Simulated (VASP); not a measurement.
# InAs: single point with RPBE

The system is InAs.

```
CELL_PARAMETERS angstrom
0.00000 3.14953 3.14953
3.14953 0.00000 3.14953
3.14953 3.14953 0.00000
ATOMIC_POSITIONS crystal
In 0.00000 0.00000 0.00000
As 0.75000 0.75000 0.75000
```

This cell differs from its parent crystal: volume scaled by 1.02.

```json
{
 "Program": "VASP 6.6.1",
 "Task": "single point",
 "Functional": "RPBE",
 "Potentials or basis": "VASP PAW PBE potentials, release 64 (In_d, As)",
 "Cutoff": "520 eV",
 "k mesh": "6 × 6 × 6",
 "Occupations": "gaussian, width 0.05 eV",
 "Spin": "no spin polarisation",
 "Dipole correction": "no",
 "Further INCAR settings": "ALGO = Normal; EDIFF = 1e-07; NBANDS = 16"
}
```

The pressure is -0.8 GPa and the band gap on the k mesh is zero (filled and empty bands touch).

Levels at points of the mesh, in eV from the Fermi level:
| k point | band 5 | band 6 | band 7 | band 8 | band 9 | band 10 | band 11 | band 12 | band 13 | band 14 |
| --- | --- | --- | --- | --- | --- | --- | --- | --- | --- | --- |
| (0.00, 0.00, 0.00) | -14.16 | -11.11 | -0.70 | -0.02 | -0.02 | -0.02 | 3.86 | 3.86 | 3.86 | 7.33 |
| (0.50, 0.00, 0.00) | -14.16 | -9.99 | -5.17 | -0.83 | -0.83 | 0.78 | 4.62 | 4.62 | 6.79 | 8.63 |
| (0.50, 0.50, 0.00) | -14.15 | -9.58 | -5.33 | -1.94 | -1.94 | 1.84 | 2.08 | 8.49 | 8.49 | 8.59 |

Wall time 10 s on 1 thread of Intel(R) Xeon(R) 6975P-C (Granite Rapids), with other jobs on the host, peak memory 0.2 GiB.

Caveat: the PAW data sets were made with another functional, which shifts forces and pressure a little; spin-orbit coupling is left out, which moves the levels of the heavy elements.
